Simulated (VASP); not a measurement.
## HRh6: single point with PBE

HRh6, a slab with vacuum:

```
Rh H
1.0
     5.41659    0.00000    0.00000
    -2.70829    4.69090    0.00000
     0.00000    0.00000   22.29661
Rh H
12 2
Cartesian
  1.3541 0.7818 4.0000
  0.0000 3.1273 4.0000
  4.0624 0.7818 4.0000
  2.7083 3.1273 4.0000
  0.0000 1.5636 6.1489
  -1.3541 3.9091 6.1489
  2.7083 1.5636 6.1489
  1.3541 3.9091 6.1489
  0.0000 0.0000 8.2966
  -1.3541 2.3455 8.2966
  2.7083 0.0000 8.2966
  1.3541 2.3455 8.2966
  0.0000 1.5980 9.3866
  0.0000 3.0930 9.3866
```

| Item | Value |
| --- | --- |
| Program | VASP 6.6.1 |
| Task | single point |
| Functional | PBE |
| Potentials or basis | VASP PAW PBE potentials, release 64 (Rh_pv, H) |
| Cutoff | 520 eV |
| k mesh | 6 × 6 × 1 |
| Occupations | gaussian, width 0.1 eV |
| Spin | no spin polarisation |
| Dipole correction | yes |
| Further INCAR settings | ALGO = Normal; EDIFF = 1e-07; NBANDS = 104 |

```json
{
  "Largest force": "0.758 eV/Å",
  "Band gap on the k mesh": "zero (bands 91 and 92 overlap by 0.88 eV)"
}
```

Forces in eV/Å, atoms in the order of the input:
```
Rh  -0.082  0.013 -0.083
Rh   0.000 -0.064 -0.080
Rh   0.082  0.013 -0.083
Rh   0.000  0.065 -0.039
Rh   0.000 -0.089 -0.322
Rh  -0.036  0.050 -0.173
Rh   0.000  0.026  0.081
Rh   0.036  0.050 -0.173
Rh   0.000 -0.129  0.329
Rh  -0.258 -0.006  0.636
Rh   0.000  0.135  0.147
Rh   0.258 -0.006  0.636
H    0.000 -0.589 -0.477
H    0.000  0.531 -0.398
```

Levels at points of the mesh, in eV from the Fermi level:
```tsv
k point	band 89	band 90	band 91	band 92	band 93	band 94	band 95	band 96
(0.00, 0.00, 0.00)	0.35	0.37	0.50	0.51	0.53	0.56	0.80	0.82
(0.50, 0.00, 0.00)	-0.66	-0.54	-0.42	-0.38	-0.33	-0.17	0.17	0.24
(0.00, 0.50, 0.00)	-0.74	-0.48	-0.40	-0.35	-0.31	-0.23	0.19	0.23
```

Run time: 42 min on 1 thread of Intel(R) Xeon(R) Platinum 8488C (Sapphire Rapids), with other jobs on the host, peak memory 0.9 GiB.
